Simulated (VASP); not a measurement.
# NaF in VASP: further runs, part 2 of 2

VASP 6.6.1.

### Step 3. Single point, PBE (strain -0.015 along x and y, -0.015 along z)

INCAR reads:

```
SYSTEM = NaF
  PREC = Accurate
  ENCUT = 520
  EDIFF = 1E-6
  ISMEAR = 0
  SIGMA = 0.05
  LREAL = .FALSE.
  LASPH = .TRUE.
  NELM = 100
  ALGO = Normal
  ISIF = 2
  LWAVE = .FALSE.
  LCHARG = .TRUE.
  GGA = PE
  LELF = .TRUE.
  LVHAR = .TRUE.
  NBANDS = 14
```

KPOINTS reads:

```
Automatic mesh
0
G
  8 8 8
  0 0 0
```

POSCAR reads:

```
NaF
1.0
    0.0000000000      2.2884505000      2.2884505000
    2.2884505000      0.0000000000      2.2884505000
    2.2884505000      2.2884505000      0.0000000000
Na F
1 1
Direct
    0.0000000000      0.0000000000      0.0000000000
    0.5000000000      0.5000000000      0.5000000000
```

Potentials or basis: VASP PAW PBE potentials, release 64 (Na_pv, F).

Started as:

```console
$ cat potpaw_PBE.64/Na_pv/POTCAR potpaw_PBE.64/F/POTCAR > POTCAR
$ mpirun -np 1 vasp_std > vasp.out
```

OUTCAR:

```text
SYSTEM = NaF
   PREC = Accurate
   ENCUT = 520
   EDIFF = 1E-6
   ISMEAR = 0
   LREAL = .FALSE.
   LASPH = .TRUE.
   NELM = 100
   ISIF = 2
   GGA = PE

 ion  position               nearest neighbor table
   1  0.000  0.000  0.000-   2 2.29   2 2.29   2 2.29   2 2.29   2 2.29   2 2.29
   2  0.500  0.500  0.500-   1 2.29   1 2.29   1 2.29   1 2.29   1 2.29   1 2.29

  LATTYP: Found a face centered cubic cell.
 ALAT       =     4.5769010000

  Lattice vectors:

 A1 = (   0.0000000000,   2.2884505000,   2.2884505000)
 A2 = (   2.2884505000,   0.0000000000,   2.2884505000)
[... 594 lines left out ...]

  FORCE on cell =-STRESS in cart. coord.  units (eV):
  Direction    XX          YY          ZZ          XY          YZ          ZX
  --------------------------------------------------------------------------------------
  -------------------------------------------------------------------------------------
  Total        0.6317889      0.6317889      0.6317889      0.0000000      0.0000000      0.0000000
  in kB       42.2306704     42.2306704     42.2306704      0.0000000      0.0000000      0.0000000
  external PRESSURE =      42.2306704 kB  Pullay stress =       0.0000000 kB

 VOLUME and BASIS-vectors are now :
 -----------------------------------------------------------------------------
  energy-cutoff  :      520.00
  volume of cell :       23.97
      direct lattice vectors                 reciprocal lattice vectors
     0.000000000  2.288450500  2.288450500    -0.218488449  0.218488449  0.218488449
     2.288450500  0.000000000  2.288450500     0.218488449 -0.218488449  0.218488449
     2.288450500  2.288450500  0.000000000     0.218488449  0.218488449 -0.218488449

 POSITION                                       TOTAL-FORCE (eV/Angst)
 -----------------------------------------------------------------------------------
      0.00000      0.00000      0.00000         0.000000      0.000000     -0.000000
      2.28845      2.28845      2.28845        -0.000000      0.000000      0.000000
 -----------------------------------------------------------------------------------
    total drift:                                0.000000     -0.000000      0.000000

  FREE ENERGIE OF THE ION-ELECTRON SYSTEM (eV)
  ---------------------------------------------------
  free  energy   TOTEN  =        -8.5424465679 eV

  energy  without entropy=       -8.5424465679  energy(sigma->0) =       -8.54244657
```

stdout:

```text
POSCAR found type information on POSCAR NaF
 POSCAR found :  2 types and       2 ions
 scaLAPACK will be used
 LDA part: xc-table for (Slater+PW92), standard interpolation
 POSCAR, INCAR and KPOINTS ok, starting setup
 FFT: planning ... GRIDC
 FFT: planning ... GRID_SOFT
 FFT: planning ... GRID
 WAVECAR not read
 entering main loop
```

It took 17 s on 1 thread of Intel Xeon 6975P-C, shared host; peak memory 0.1 GiB.

What came out:

| Property | Result |
| --- | --- |
| Free energy | -8.5424 eV |
| Pressure | 4.2 GPa |
| Band gap on the k mesh | 6.50 eV, direct |

Caveat: the cell differs from its parent crystal (strain -0.015 along x and y, -0.015 along z).

### Step 4. Single point, PBE (strain +0.030 along x and y, +0.030 along z)

INCAR reads:

```
PREC = Accurate ; ENCUT = 520
EDIFF = 1E-6 ; ISMEAR = 0
SIGMA = 0.05 ; LREAL = False
LASPH = True ; NELM = 60
ALGO = Normal ; ISIF = 2
LWAVE = False ; LCHARG = False
GGA = PE ; NBANDS = 14
```

KPOINTS reads:

```
regular mesh
0
Gamma
  8 8 8
```

POSCAR reads:

```
NaF
1.0
    0.0000000000      2.3929990000      2.3929990000
    2.3929990000      0.0000000000      2.3929990000
    2.3929990000      2.3929990000      0.0000000000
Na F
1 1
Direct
    0.0000000000      0.0000000000      0.0000000000
    0.5000000000      0.5000000000      0.5000000000
```

Started as:

```console
$ cat potpaw_PBE.64/Na_pv/POTCAR potpaw_PBE.64/F/POTCAR > POTCAR
$ mpirun -np 1 vasp_std > vasp.out
```

Wall time 26 s (1 thread of Intel Xeon 6975P-C, shared host); peak memory 0.12 GiB.

Results (log left out):

| Quantity | Value |
| --- | --- |
| Free energy | -8.5604 eV |
| Pressure | -2.3 GPa |
| Band gap on the k mesh | 5.81 eV, direct |

Levels at points of the mesh, in eV from the valence-band top:
```
           k point  band 3  band 4  band 5  band 6  band 7  band 8  band 9  band 10  band 11  band 12
(0.00, 0.00, 0.00)  -19.25  -19.02    0.00    0.00    0.00    5.81   18.28    18.28    18.28    20.95
(0.50, 0.00, 0.00)  -19.26  -18.39   -1.39   -0.21   -0.21   10.20   11.66    19.07    19.07    21.77
(0.50, 0.50, 0.00)  -19.28  -18.83   -1.13   -0.36   -0.36   12.38   12.67    12.96    18.54    18.54
```

Caveat: the cell differs from its parent crystal (strain +0.030 along x and y, +0.030 along z).

### Step 5. Single point, PBE (strain +0.015 along x and y, +0.015 along z)

INCAR reads:

```
PREC = Accurate
ENCUT = 520
EDIFF = 1E-7
ISMEAR = 0
SIGMA = 0.05
LREAL = F
LASPH = T
NELM = 80
ALGO = Normal
ISIF = 2
LWAVE = F
LCHARG = F
GGA = PE
NBANDS = 14
```

KPOINTS is that of step 4.

POSCAR reads:

```
NaF
1.0
    0.0000000000      2.3581495000      2.3581495000
    2.3581495000      0.0000000000      2.3581495000
    2.3581495000      2.3581495000      0.0000000000
Na F
1 1
Direct
    0.0000000000      0.0000000000      0.0000000000
    0.5000000000      0.5000000000      0.5000000000
```

Started as:

```console
$ cat potpaw_PBE.64/Na_pv/POTCAR potpaw_PBE.64/F/POTCAR > POTCAR
$ mpirun -np 1 vasp_std > vasp.out
```

It took 28 s on 1 thread of Intel Xeon 6975P-C, shared host; peak memory 0.12 GiB.

The run converged. Its results:

* Free energy: -8.5693 eV
* Pressure: -0.6 GPa
* Band gap on the k mesh: 6.02 eV, direct

Levels at points of the mesh, in eV from the valence-band top:
```
           k point  band 3  band 4  band 5  band 6  band 7  band 8  band 9  band 10  band 11  band 12
(0.00, 0.00, 0.00)  -19.11  -19.09    0.00    0.00    0.00    6.02   18.60    18.60    18.60    21.36
(0.50, 0.00, 0.00)  -19.12  -18.30   -1.48   -0.23   -0.23   10.46   12.02    19.54    19.54    22.29
(0.50, 0.50, 0.00)  -19.15  -18.87   -1.19   -0.38   -0.38   12.72   13.09    13.12    19.09    19.09
```

Caveat: the cell differs from its parent crystal (strain +0.015 along x and y, +0.015 along z).

### Step 6. Single point, PBE (strain -0.030 along x and y, -0.015 along z)

INCAR reads:

```
PREC = Accurate ; ENCUT = 520
EDIFF = 1E-6 ; ISMEAR = 0
SIGMA = 0.05 ; LREAL = F
LASPH = T ; NELM = 80
ALGO = Normal ; ISIF = 2
LWAVE = F ; LCHARG = F
GGA = PE ; NBANDS = 14
```

KPOINTS is that of step 5.

POSCAR reads:

```
NaF
1.0
    0.0000000000      2.2536010000      2.2884505000
    2.2536010000      0.0000000000      2.2884505000
    2.2536010000      2.2536010000      0.0000000000
Na F
1 1
Direct
    0.0000000000      0.0000000000      0.0000000000
    0.5000000000      0.5000000000      0.5000000000
```

Potentials or basis: VASP PAW PBE potentials, release 64 (Na_pv, F).

Started as:

```console
$ cat potpaw_PBE.64/Na_pv/POTCAR potpaw_PBE.64/F/POTCAR > POTCAR
$ mpirun -np 1 vasp_std > vasp.out
```

Run time: 31 s. Hardware: 1 thread of Intel Xeon 6975P-C, shared host; peak memory 0.11 GiB.

It converged, with:

- Free energy: -8.5160 eV
- Pressure: 6.4 GPa
- Band gap on the k mesh: 6.68 eV, direct

Stress tensor (GPa, compression positive):
```
7.02 0.00 0.00
0.00 7.02 0.00
0.00 0.00 5.13
```

Levels at points of the mesh, in eV from the valence-band top:
```
           k point  band 3  band 4  band 5  band 6  band 7  band 8  band 9  band 10  band 11  band 12
(0.00, 0.00, 0.00)  -18.75  -18.75    0.00    0.00    0.00    6.68   19.39    19.50    19.50    22.47
(0.50, 0.00, 0.00)  -18.76  -17.99   -1.74   -0.30   -0.29   11.21   13.06    20.71    21.01    23.63
(0.50, 0.50, 0.00)  -18.81  -18.81   -1.40   -0.42   -0.42   13.59   13.64    14.26    20.80    20.80
(0.50, 0.00, 0.50)  -18.82  -18.82   -1.37   -0.46   -0.44   13.48   13.80    14.31    20.53    20.69
```

Caveat: the cell differs from its parent crystal (strain -0.030 along x and y, -0.015 along z).

### Step 7. Overview

| cell | gap on the mesh (eV) | pressure (GPa) |
| --- | --- | --- |
| a = 3.187 Å, angles 60.0°, 2 atoms | 6.77 | 7.5 |
| a = 3.236 Å, angles 60.0°, 2 atoms | 6.50 | 4.2 |
| a = 3.384 Å, angles 60.0°, 2 atoms | 5.81 | -2.3 |
| a = 3.335 Å, angles 60.0°, 2 atoms | 6.02 | -0.6 |
| a = 3.212, b = 3.212, c = 3.187 Å, angles 60.3, 60.3, 59.5°, 2 atoms | 6.68 | 6.4 |

Alike in all rows: task single point; level PBE; potentials or basis VASP PAW PBE potentials, release 64 (Na_pv, F); no spin polarisation; k mesh 8 × 8 × 8; cutoff (eV) 520; smearing gaussian 0.05 eV.

Total energies depend on the potentials used, so only differences within one code and one set of settings carry meaning.
